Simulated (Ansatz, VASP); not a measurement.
SnO2 in VASP and in Ansatz

```
Sn O
1.0
     4.82753    0.00000    0.00000
     0.00000    4.82753    0.00000
     0.00000    0.00000    3.23811
Sn O
2 4
Direct
  0.50000 0.50000 0.50000
  0.00000 0.00000 0.00000
  0.19342 0.80658 0.50000
  0.80658 0.19342 0.50000
  0.30658 0.30658 0.00000
  0.69342 0.69342 0.00000
```

Alike in both runs: functional PBE; k mesh 6 × 6 × 8; occupations gaussian, width 0.02 eV; no spin polarisation.

Ansatz relaxed the structure, and its values are those at the end. VASP's run is a single point on that final structure, the one shown.

|  | VASP | Ansatz |
| --- | --- | --- |
| version | VASP 6.6.1 | Ansatz 0.2.0 |
| potentials or method | VASP PAW PBE potentials, release 64 (Sn_d, O), cutoff 600 eV | scalar-relativistic, plane waves, PAW |
| valence electrons in the cell | 52 | 52 |

```tsv
	VASP	Ansatz	Ansatz less VASP
gap on the k mesh at the Fermi level (eV)	0.67	0.68	+0.011
least direct gap on the mesh (eV)	0.67	0.68	+0.011
pressure (GPa)	0.4	0.0	-0.43
rms of the force components (eV/Å)	0.008	0.000	-0.0076
```

The functional is the same, so the differences come from potentials, cutoffs and numerics.
